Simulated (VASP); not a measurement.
A run of VASP 6.6.1 is set up as follows.

File POSCAR:

```
C
1.0
    0.0000000000      2.1905592358      3.5617636613
    1.2647588402      0.0000000000      3.5617636613
    1.2647588402      2.1905592358      0.0000000000
C
2
Direct
    0.1667039277      0.8332960723      0.1667039277
    0.8332960723      0.1667039277      0.8332960723
```

The input INCAR.step1:

```
SYSTEM = C
ALGO = Normal ; EDIFF = 1E-4
ENCUT = 520 ; GGA = PE
ISMEAR = 0 ; LASPH = .True.
LCHARG = .False. ; LREAL = .False.
LWAVE = .True. ; NBANDS = 11
NELM = 80 ; PREC = Accurate
SIGMA = 0.05
```

Contents of INCAR.step2:

```
SYSTEM = C
ALGO = Normal ; EDIFF = 1E-6
ENCUT = 520 ; ISIF = 2
ISMEAR = 0 ; ISTART = 1
LASPH = .True. ; LCHARG = .False.
LMIXTAU = .True. ; LREAL = .False.
LWAVE = .False. ; METAGGA = R2SCAN
NBANDS = 11 ; NELM = 80
PREC = Accurate ; SIGMA = 0.05
```

The input KPOINTS:

```
k-points
0
Gamma
  14 14 14
  0 0 0
```

Potentials or basis: VASP PAW PBE potentials, release 64 (C).

Run with:

```console
$ cat potpaw_PBE.64/C/POTCAR > POTCAR
$ cp INCAR.step1 INCAR
$ mpirun -np 1 vasp_std > vasp.out
$ cp INCAR.step2 INCAR
$ mpirun -np 1 vasp_std > vasp.out
```

(1) Predict the largest force.

(2) Predict the pressure.

Results:

(1) 0.005 eV/Å.

(2) -20.4 GPa.

Caveat: the cell differs from its parent crystal (strain +0.030 along x and y, +0.000 along z); the stress differs along the axes, from -31 to 0 GPa; the PAW data sets were made with another functional, which shifts forces and pressure a little.
